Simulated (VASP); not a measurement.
Set up this calculation in VASP 6.6.1, as the native input.

| Property | Result |
| --- | --- |
| Task | relaxation of cell and atoms |
| Functional | PBEsol |
| Potentials or basis | VASP PAW PBE potentials, release 64 (Pt) |
| Cutoff | 600 eV |
| k mesh | 15 × 15 × 15 |
| Occupations | fermi-dirac, width 0.1 eV |
| Spin | no spin polarisation |
| Target pressure | 2.6 GPa |
| Dipole correction | no |
| Further INCAR settings | ALGO = Normal; EDIFF = 1e-06; IBRION = 2; EDIFFG = -0.005; NSW = 32; ISIF = 3 |

The structure of Pt lies in POSCAR:

```
Pt
1.0
    2.5778463170      0.0000000000      0.0000000000
    0.0000000000      2.5778463170      0.0000000000
    0.0000000000      0.0000000000      2.5778463170
Pt
1
Direct
    0.0000000000      0.0000000000      0.0000000000
```

The input as run:

INCAR

```
SYSTEM = Pt
ALGO = Normal ; EDIFF = 1E-6
EDIFFG = -0.005 ; ENCUT = 600
GGA = PS ; IBRION = 2
ISIF = 3 ; ISMEAR = -1
LASPH = .True. ; LCHARG = .False.
LREAL = .False. ; LWAVE = .False.
NELM = 100 ; NSW = 32
PREC = Accurate ; PSTRESS = 26.0
SIGMA = 0.1
```

KPOINTS

```
k-points
0
Gamma
  15 15 15
  0 0 0
```

Potentials or basis: VASP PAW PBE potentials, release 64 (Pt).

The run is started by

```bash
$ cat potpaw_PBE.64/Pt/POTCAR > POTCAR
$ mpirun -np 1 vasp_std > vasp.out
```

Results of the run:

The relaxed volume is 17.10 Å³/atom and the relaxed cell is a = 2.576 Å, b = 2.576 Å, c = 2.576 Å, α = 90.00°, β = 90.00°, γ = 90.00°. The space group after relaxing (to 0.05 Å) is Pm-3m (No. 221) and the energy change on relaxing (the enthalpy is what falls) is +0.4 meV/atom. The ionic steps are 3. The pressure after relaxing is 2.6 GPa and the band gap on the k mesh is zero (band 5 reaches 10.95 eV, above the bottom of band 6 at 7.70 eV).

Caveat: the cell is relaxed towards a set pressure, so the enthalpy falls and the energy may rise; the PAW data sets were made with another functional, which shifts forces and pressure a little; spin-orbit coupling is left out, which moves the levels of the heavy elements.

Wall time 42 s on 1 thread of Intel Xeon 6975P-C, on a shared host, peak memory 0.16 GiB.
